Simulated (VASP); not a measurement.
Here is a VASP 6.6.1 calculation.

The input INCAR:

```
SYSTEM = TaN
  ALGO = Normal
  EDIFF = 1E-7
  ENCUT = 520
  GGA = PS
  ISIF = 2
  ISMEAR = 0
  LASPH = .TRUE.
  LCHARG = .FALSE.
  LREAL = .FALSE.
  LWAVE = .FALSE.
  NBANDS = 15
  NELM = 60
  PREC = Accurate
  SIGMA = 0.15
```

Contents of KPOINTS:

```
k-points
0
G
  18 18 18
  0 0 0
```

Contents of POSCAR:

```
TaN
1.0
    0.0000000000      2.2334750000      2.2879500000
    2.2334750000      0.0000000000      2.2879500000
    2.2334750000      2.2334750000      0.0000000000
Ta N
1 1
Direct
    0.5000000000      0.5000000000      0.5000000000
    0.0000000000      0.0000000000      0.0000000000
```

Potentials or basis: VASP PAW PBE potentials, release 64 (Ta_pv, N).

Launch:

```console
$ cat potpaw_PBE.64/Ta_pv/POTCAR potpaw_PBE.64/N/POTCAR > POTCAR
$ mpirun -np 1 vasp_std > vasp.out
```

Question: What does it give for the band gap on the k mesh?

Answer: Zero (band 8 reaches 10.21 eV, above the bottom of band 9 at 6.74 eV).

Question: Estimate the pressure.

Answer: -24.3 GPa.

Stress tensor (GPa, compression positive):
```
-21.45   0.00   0.00
  0.00 -21.45   0.00
  0.00   0.00 -29.99
```

Caveat: the cell differs from its parent crystal (strain +0.025 along x and y, +0.050 along z); the PAW data sets were made with another functional, which shifts forces and pressure a little; spin-orbit coupling is left out, which moves the levels of the heavy elements.
